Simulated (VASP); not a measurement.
A run of VASP 6.6.1 is set up as follows.

INCAR

```
ALGO = Normal ; EDIFF = 1E-7
ENCUT = 520 ; GGA = PS
ISIF = 2 ; ISMEAR = 0
LASPH = True ; LCHARG = False
LREAL = False ; LWAVE = False
NBANDS = 24 ; NELM = 80
PREC = Accurate ; SIGMA = 0.05
```

KPOINTS

```
k-points
0
Gamma
  8 8 8
```

The input POSCAR:

```
YRe3
1.0
    4.1907202526      0.0000000000      0.0000000000
    0.0000000000      4.1907202526      0.0000000000
    0.0000000000      0.0000000000      4.1907202526
Y Re
1 3
Direct
    0.0000000000      0.0000000000      0.0000000000
    0.0000000000      0.5000000000      0.5000000000
    0.5000000000      0.5000000000      0.0000000000
    0.5000000000      0.0000000000      0.5000000000
```

Potentials or basis: VASP PAW PBE potentials, release 64 (Y_sv, Re).

Launch:

```bash
$ cat potpaw_PBE.64/Y_sv/POTCAR potpaw_PBE.64/Re/POTCAR > POTCAR
$ mpirun -np 1 vasp_std > vasp.out
```

Q: Predict the band gap on the k mesh.

A: Zero (band 16 reaches 7.01 eV, above the bottom of band 17 at 5.15 eV).

Q: Predict the pressure.

A: -17.1 GPa.

Caveat: the PAW data sets were made with another functional, which shifts forces and pressure a little; spin-orbit coupling is left out, which moves the levels of the heavy elements.
